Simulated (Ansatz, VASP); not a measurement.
# One calculation of As, two programs

```
As
1.0
     2.66617    0.00000    0.00000
     0.00000    2.66617    0.00000
     0.00000    0.00000    2.66617
As
1
Direct
  0.50000 0.50000 0.50000
```

Alike in both runs: functional PBEsol; dispersion D3(BJ); k mesh 8 × 8 × 8; no spin polarisation.

Ansatz relaxed the structure, and its values are those at the end. VASP's run is a single point on that final structure, the one shown.

|  | VASP | Ansatz |
| --- | --- | --- |
| version | VASP 6.6.1 | Ansatz 0.2.0 |
| potentials or method | VASP PAW PBE potentials, release 64 (As) | plane waves, PAW |
| plane-wave cutoff (eV) | 520 | 420 |
| occupations | methfessel-paxton of order 1, width 0.15 eV | cold, width 0.15 eV |
| valence electrons in the cell | 5 | 15 |

Ansatz gave:

| Quantity | Value |
| --- | --- |
| pressure (GPa) | 0.0 |

**Question.** Estimate VASP's values.

**Answer.** Pressure (GPa): 0.4.

VASP's potentials were made for PBE, not for PBEsol. VASP's potentials hold 5 valence electrons a cell and Ansatz's 15, so a difference there can come from the potentials and not from the codes.
